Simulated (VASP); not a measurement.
In2GaP3:

```
In Ga P
1.0
     3.93917    0.00000    0.00000
    -1.96959    3.41142    0.00000
     0.00000    0.00000    9.64896
In Ga P
2 1 3
Cartesian
  1.9696 1.1371 8.0408
  0.0000 2.2743 1.6082
  0.0000 0.0000 4.8245
  0.0000 2.2743 6.4326
  1.9696 1.1371 3.2163
  0.0000 0.0000 0.0000
```

| Item | Value |
| --- | --- |
| Program | VASP 6.6.1 |
| Task | relaxation of cell and atoms |
| Functional | PBE |
| Potentials or basis | VASP PAW PBE potentials, release 64 (In_d, Ga_d, P) |
| Cutoff | 600 eV |
| k mesh | 6 × 6 × 2 |
| Occupations | gaussian, width 0.1 eV |
| Spin | no spin polarisation |

At the start: pressure -4.7 GPa; volume 21.61 Å³/atom.

Q: Where does the relaxation end?

A: Over 10 steps the energy falls by 51.2 meV/atom and the volume is 19.84 Å³/atom (-8.2 %); space group P-3m1 (No. 164, to 0.1 Å) before and after.

The path:
```csv
step,energy change (eV),largest force (eV/Å),pressure (GPa),volume (Å³)
1,0.0000,0.5653,-4.70,129.66
2,-0.1880,0.7307,1.32,118.12
3,-0.1899,0.7174,0.71,119.06
4,-0.2426,0.5324,0.61,118.76
5,-0.3006,0.1282,0.70,118.06
6,-0.3010,0.1243,0.77,117.99
7,-0.3030,0.0618,-0.84,120.40
8,-0.3054,0.0878,-0.17,119.35
9,-0.3070,0.0491,-0.08,119.17
10,-0.3073,0.0231,0.00,119.06
```

Final structure:
```
In Ga P
1.0
     3.80639    0.00000    0.00000
    -1.90319    3.29643    0.00000
     0.00000    0.00000    9.48849
In Ga P
2 1 3
Direct
  0.66667 0.33333 0.82656
  0.33333 0.66667 0.17344
  0.00000 0.00000 0.50000
  0.33333 0.66667 0.64941
  0.66667 0.33333 0.35059
  0.00000 0.00000 0.00000
```

Caveat: spin-orbit coupling is left out, which moves the levels of the heavy elements.
